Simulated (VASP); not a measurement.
Set up this calculation in VASP 6.6.1, as the native input.

- Task: single point
- Functional: PBE
- Potentials or basis: VASP PAW PBE potentials, release 64 (Cu, O)
- Cutoff: 600 eV
- k mesh: 8 × 8 × 7
- Occupations: gaussian, width 0.05 eV
- Spin: collinear spin, ferromagnetic start
- Starting moments: [1.0, 0.0] μB
- Hubbard terms: Cu d U = 6.0 eV
- Dipole correction: no
- Further INCAR settings: ALGO = Normal; EDIFF = 1e-06; NBANDS = 20

The structure of CuO lies in POSCAR:

```
CuO
1.0
    2.8363251100      0.0000000000      0.0000000000
   -1.4181625500      2.4563296000      0.0000000000
    0.0000000000      0.0000000000      2.7681127800
Cu O
1 1
Direct
    0.0000000000      0.0000000000      0.0000000000
    0.6666666667      0.3333333333      0.5000000000
```

One way to write it, as run:

INCAR

```
SYSTEM = CuO
ALGO = Normal
EDIFF = 1E-6
ENCUT = 600
GGA = PE
GGA_COMPAT = .FALSE.
ISIF = 2
ISMEAR = 0
ISPIN = 2
LASPH = .TRUE.
LCHARG = .FALSE.
LDAU = .TRUE.
LDAUJ = 0 0
LDAUL = 2 -1
LDAUPRINT = 1
LDAUTYPE = 2
LDAUU = 6 0
LMAXMIX = 4
LORBIT = 11
LREAL = .FALSE.
LWAVE = .FALSE.
MAGMOM = 1 0
NBANDS = 20
NELM = 200
PREC = Accurate
SIGMA = 0.05
```

KPOINTS

```
k-points
0
G
  8 8 7
  0 0 0
```

Potentials or basis: VASP PAW PBE potentials, release 64 (Cu, O).

The run is started by

```bash
$ cat potpaw_PBE.64/Cu/POTCAR potpaw_PBE.64/O/POTCAR > POTCAR
$ mpirun -np 1 vasp_std > vasp.out
```

Results of the run:

```yaml
Pressure: -2.3 GPa
Band_gap_on_the_k_mesh: zero (filled and empty bands overlap)
Net_moment: 1.00 μB per cell
Site_moments: Cu +0.46; O +0.50 μB
Valence_electrons_inside_the_program's_atomic_spheres: Cu 9.90; O 4.88
```

Caveat: a cell with one magnetic atom can't hold antiferromagnetic order, which such compounds often take.

It took 18 s on 1 thread of Intel(R) Xeon(R) Platinum 8375C CPU @ 2.90GHz (Ice Lake) (shared host), peak memory 0.16 GiB.
